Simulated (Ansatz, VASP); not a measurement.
**One calculation of GaP, two programs**

```
Ga P
1.0
     0.00000    2.69566    2.69566
     2.69566    0.00000    2.69566
     2.69566    2.69566    0.00000
Ga P
1 1
Direct
  0.00000 0.00000 0.00000
  0.25000 0.25000 0.25000
```

Alike in both runs: task single point; functional LDA; k mesh 10 × 10 × 10; occupations gaussian, width 0.02 eV; no spin polarisation.

|  | VASP | Ansatz |
| --- | --- | --- |
| version | VASP 6.6.1 | Ansatz 0.2.0 |
| potentials or method | VASP PAW LDA potentials, release 64 (Ga_d, P), cutoff 500 eV | scalar-relativistic, plane waves, PAW |
| valence electrons in the cell | 18 | 18 |

Ansatz gave:

* gap on the k mesh at the Fermi level (eV): 1.40
* least direct gap on the mesh (eV): 1.88
* pressure (GPa): 0.0

Task: What did VASP give for the same quantities?

Result: gap on the k mesh at the Fermi level (eV): 1.40; least direct gap on the mesh (eV): 1.91; pressure (GPa): 0.1.

LDA's correlation is that of Perdew and Zunger in VASP and of Perdew and Wang (1992) in Ansatz.
